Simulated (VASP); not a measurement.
# Mn (P6_3/mmc) in VASP: single point with LDA

Aim: the single point of Mn with LDA.

Program: VASP 6.6.1. These are calculated values, not measurements. Logs are shortened: lines on timing, memory, paths and dates and some standing lists are left out, and cuts for length are marked.

**1. The cell of the first run**

It takes space group P6_3/mmc (No. 194, hexagonal). Conventional cell: a = 2.049 Å, b = 2.049 Å, c = 3.288 Å, α = 90.00°, β = 90.00°, γ = 120.00°. Within 2.7 Å of Mn (site symmetry -6m2) lie 12 Mn at 2.03 to 2.05 Å.

This isn't the form of Mn at room conditions, which is a 58-atom cubic cell.

**2. Single point, LDA, collinear spin, ferromagnetic start**

INCAR

```
SYSTEM = Mn
  ALGO = Normal
  EDIFF = 1E-6
  ENCUT = 680
  GGA = CA
  GGA_COMPAT = .FALSE.
  ISIF = 2
  ISMEAR = -1
  ISPIN = 2
  LASPH = .TRUE.
  LCHARG = .FALSE.
  LMAXMIX = 4
  LORBIT = 11
  LREAL = .FALSE.
  LWAVE = .FALSE.
  MAGMOM = 3 3
  NBANDS = 26
  NELM = 200
  PREC = Accurate
  SIGMA = 0.1
```

KPOINTS

```
k-points
0
G
  21 21 12
  0 0 0
```

POSCAR

```
Mn
1.0
    2.0492861049      0.0000000000      0.0000000000
   -1.0246430524      1.7747338265      0.0000000000
    0.0000000000      0.0000000000      3.2875422769
Mn
2
Direct
    0.3333333333      0.6666666667      0.2500000000
    0.6666666667      0.3333333333      0.7500000000
```

Potentials or basis: VASP PAW LDA potentials, release 64 (Mn_sv).

Started as:

```bash
> cat potpaw_LDA.64/Mn_sv/POTCAR > POTCAR
> mpirun -np 1 vasp_std > vasp.out
```

OUTCAR:

```text
SYSTEM = Mn
   EDIFF = 1E-6
   ENCUT = 680
   GGA = CA
   ISIF = 2
   ISMEAR = -1
   ISPIN = 2
   LASPH = .TRUE.
   LORBIT = 11
   LREAL = .FALSE.
   NELM = 200
   PREC = Accurate

 ion  position               nearest neighbor table
   1  0.333  0.667  0.250-   2 2.03   2 2.03   2 2.03   2 2.03   2 2.03   2 2.03
   2  0.667  0.333  0.750-   1 2.03   1 2.03   1 2.03   1 2.03   1 2.03   1 2.03

  LATTYP: Found a hexagonal cell.
 ALAT       =     2.0492861049
 C/A-ratio  =     1.6042378217

  Lattice vectors:

 A1 = (   2.0492861049,   0.0000000000,   0.0000000000)
 A2 = (  -1.0246430524,   1.7747338265,   0.0000000000)
 A3 = (   0.0000000000,   0.0000000000,   3.2875422769)

Analysis of symmetry for initial positions (statically):
=====================================================================
 Subroutine PRICEL returns:
 Original cell was already a primitive cell.

 Routine SETGRP: Setting up the symmetry group for a
 hexagonal supercell.

 Subroutine GETGRP returns: Found 24 space group operations
 (whereof 12 operations were pure point group operations)
 out of a pool of 24 trial point group operations.

The static configuration has the point symmetry D_3d.
 The point group associated with its full space group is D_6h.

Analysis of symmetry for dynamics (positions and initial velocities):
=====================================================================
 Subroutine PRICEL returns:
 Original cell was already a primitive cell.

 Routine SETGRP: Setting up the symmetry group for a
 hexagonal supercell.

 Subroutine GETGRP returns: Found 24 space group operations
 (whereof 12 operations were pure point group operations)
 out of a pool of 24 trial point group operations.

The dynamic configuration has the point symmetry D_3d.
 The point group associated with its full space group is D_6h.

Analysis of structural, dynamic, and magnetic symmetry:
=====================================================================
 Subroutine PRICEL returns:
 Original cell was already a primitive cell.

 Routine SETGRP: Setting up the symmetry group for a
 hexagonal supercell.

 Subroutine GETGRP returns: Found 24 space group operations
 (whereof 12 operations were pure point group operations)
 out of a pool of 24 trial point group operations.

The overall configuration has the point symmetry D_3d.
 The point group associated with its full space group is D_6h.

 Subroutine INISYM returns: Found 24 space group operations
 (whereof 12 operations are pure point group operations),
 and found     1 'primitive' translations

----------------------------------------------------------------------------------------

                                     Primitive cell
[... 112 lines left out ...]
  volume/ion in A,a.u.               =       5.98        40.34
  Fermi-wavevector in a.u.,A,eV,Ry     =   2.224571  4.203829 67.331346  4.948714
  Thomas-Fermi vector in A             =   3.180365
   LORBIT       =     11    0 simple, 1 ext, 2 COOP (PROOUT), +10 PAW based schemes
   GGA     = CA    functional components
   LHFCALC =     F    Hartree Fock is set to
   AEXX    =    0.0000 exact exchange contribution
   IVDW    =     0    specifies the selected vdW correction
   LEPSILON=     F    determine dielectric tensor
   LRPA    =     F    only Hartree local field effects (RPA)
 spin polarized calculation
  energy-cutoff  :      680.00
  volume of cell :       11.96
 maximum number of plane-waves:       497
 NGX is ok and might be reduce to    18
   NGX =  9   NGY =  9   NGZ = 13

 number of electron      30.0000028 magnetization       0.0001742

 number of electron      30.0000028 magnetization      -0.0000578

 Free energy of the ion-electron system (eV)
  ---------------------------------------------------
  ext. energy  EPLUGINS =         0.00000000
  ---------------------------------------------------
  free energy    TOTEN  =       -12.25424822 eV

  energy without entropy =      -12.20842264  energy(sigma->0) =      -12.23133543

 E-fermi :  26.7359     XC(G=0): -18.4797

 val. band max:       26.7343163518   @ k =   0.3810   0.2381   0.4167
 cond. band min:      26.7381957186   @ k =   0.4762   0.0476   0.0833
 fundamental gap:      0.0038793668
 Fermi energy:        26.7358798572

 spin component 1

 k-point     1 :       0.0000    0.0000    0.0000
  band No.  band energies     occupation
      1     -53.2298      1.00000
      2     -51.7170      1.00000
      3     -24.0470      1.00000
      4     -20.0926      1.00000
      5     -20.0926      1.00000
      6     -19.5266      1.00000
[... 685 lines left out ...]
     25      57.8317      0.00000
     26      59.5527      0.00000

 [... further k-points ...]

 spin component 2

 k-point     1 :       0.0000    0.0000    0.0000
  band No.  band energies     occupation
      1     -53.2299      1.00000
      2     -51.7170      1.00000
      3     -24.0470      1.00000
      4     -20.0926      1.00000
      5     -20.0926      1.00000
      6     -19.5266      1.00000
[... 685 lines left out ...]
     25      57.8317      0.00000
     26      59.5527      0.00000

 [... further k-points ...]
[... 5 lines left out ...]
  --------------------------------------------------------------------------------------
  -------------------------------------------------------------------------------------
  Total       37.4551297     37.4551297     37.4983484      0.0000000     -0.0000000      0.0000000
  in kB     5018.9713805   5018.9713807   5024.7626584      0.0000001     -0.0000000      0.0000000
  external PRESSURE =    5020.9018066 kB  Pullay stress =       0.0000000 kB

 VOLUME and BASIS-vectors are now :
 -----------------------------------------------------------------------------
  energy-cutoff  :      680.00
  volume of cell :       11.96
      direct lattice vectors                 reciprocal lattice vectors
     2.049286105  0.000000000  0.000000000     0.487974811  0.281732389  0.000000000
    -1.024643052  1.774733826  0.000000000     0.000000000  0.563464777  0.000000000
     0.000000000  0.000000000  3.287542277     0.000000000  0.000000000  0.304178598

 POSITION                                       TOTAL-FORCE (eV/Angst)
 -----------------------------------------------------------------------------------
     -0.00000      1.18316      0.82189        -0.000000     -0.000000      0.000000
      1.02464      0.59158      2.46566         0.000000      0.000000      0.000000
 -----------------------------------------------------------------------------------
    total drift:                               -0.000000      0.000000     -0.000000

  FREE ENERGIE OF THE ION-ELECTRON SYSTEM (eV)
  ---------------------------------------------------
  free  energy   TOTEN  =       -12.2542482204 eV

  energy  without entropy=      -12.2084226383  energy(sigma->0) =      -12.23133543

 total charge

# of ion       s       p       d       tot
------------------------------------------
    1        2.460   6.242   5.565  14.267
    2        2.460   6.242   5.565  14.267
--------------------------------------------------
tot          4.919  12.485  11.130  28.534

 magnetization (x)

# of ion       s       p       d       tot
------------------------------------------
    1        0.000   0.000  -0.000  -0.000
    2        0.000   0.000  -0.000  -0.000
--------------------------------------------------
tot          0.000   0.000  -0.000  -0.000
```

OSZICAR:

```text
N       E                     dE             d eps       ncg     rms          rms(c)
DAV:   1     0.628150883874E+03    0.62815E+03   -0.19533E+04 38672   0.400E+03
DAV:   2     0.400444342770E+02   -0.58811E+03   -0.55993E+03 35032   0.730E+02
DAV:   3    -0.377602597971E+01   -0.43820E+02   -0.40655E+02 46072   0.246E+02
DAV:   4    -0.941849070987E+01   -0.56425E+01   -0.54175E+01 63066   0.604E+01
DAV:   5    -0.950002330166E+01   -0.81533E-01   -0.81443E-01 44228   0.885E+00    0.562E+01
DAV:   6    -0.118267325723E+02   -0.23267E+01   -0.19912E+00 48816   0.332E+01    0.194E+01
DAV:   7    -0.121016843726E+02   -0.27495E+00   -0.47596E-01 64194   0.826E+00    0.145E+01
DAV:   8    -0.121951216138E+02   -0.93437E-01   -0.35714E-02 62984   0.174E+00    0.508E+00
DAV:   9    -0.122531867066E+02   -0.58065E-01   -0.83065E-02 60260   0.290E+00    0.170E+00
DAV:  10    -0.122547686307E+02   -0.15819E-02   -0.32600E-03 59550   0.105E+00    0.525E-01
DAV:  11    -0.122542543247E+02    0.51431E-03   -0.88710E-04 59506   0.367E-01    0.111E-01
DAV:  12    -0.122542496796E+02    0.46451E-05   -0.64156E-05 58730   0.885E-02    0.448E-02
DAV:  13    -0.122542474036E+02    0.22760E-05   -0.40623E-06 44158   0.339E-02    0.951E-03
DAV:  14    -0.122542482204E+02   -0.81673E-06   -0.25679E-07 20322   0.968E-03
   1 F= -.12254248E+02 E0= -.12231335E+02  d E =-.458256E-01  mag=    -0.0000
```

Run time: 4.5 min. Hardware: 1 thread of Intel Xeon Platinum 8488C (Sapphire Rapids), shared host; peak memory 0.29 GiB.

What came out:

| Item | Value |
| --- | --- |
| Free energy | -12.2542 eV |
| Pressure | 502.1 GPa |
| Band gap on the k mesh | zero (filled and empty bands overlap) |
| Net moment | 0.00 μB per cell |
| Valence electrons inside the program's atomic spheres | Mn 14.27 |

Stress tensor (GPa, compression positive):
```
501.90   0.00   0.00
  0.00 501.90   0.00
  0.00   0.00 502.48
```

Levels at points of the mesh, in eV from the Fermi level:
Spin up:
| k point | band 13 | band 14 | band 15 | band 16 | band 17 | band 18 |
| --- | --- | --- | --- | --- | --- | --- |
| (0.00, 0.00, 0.00) | -2.48 | -1.46 | -1.46 | -0.40 | -0.40 | 3.26 |
| (0.00, 0.00, 0.50) | -2.84 | -2.84 | -2.34 | -2.34 | 2.42 | 2.42 |
Spin down:
| k point | band 11 | band 12 | band 13 | band 14 | band 15 | band 16 | band 17 | band 18 | band 19 | band 20 |
| --- | --- | --- | --- | --- | --- | --- | --- | --- | --- | --- |
| (0.00, 0.00, 0.00) | -2.65 | -2.65 | -2.48 | -1.46 | -1.46 | -0.40 | -0.40 | 3.26 | 3.26 | 3.78 |
| (0.00, 0.00, 0.50) | -2.84 | -2.84 | -2.84 | -2.84 | -2.34 | -2.34 | 2.42 | 2.42 | 2.42 | 2.42 |

Caveat: atoms lie so close that the PAW spheres overlap strongly, which falsifies energies and pressures; the cell stands under pressure; the moments typed at the start vanished in this run.
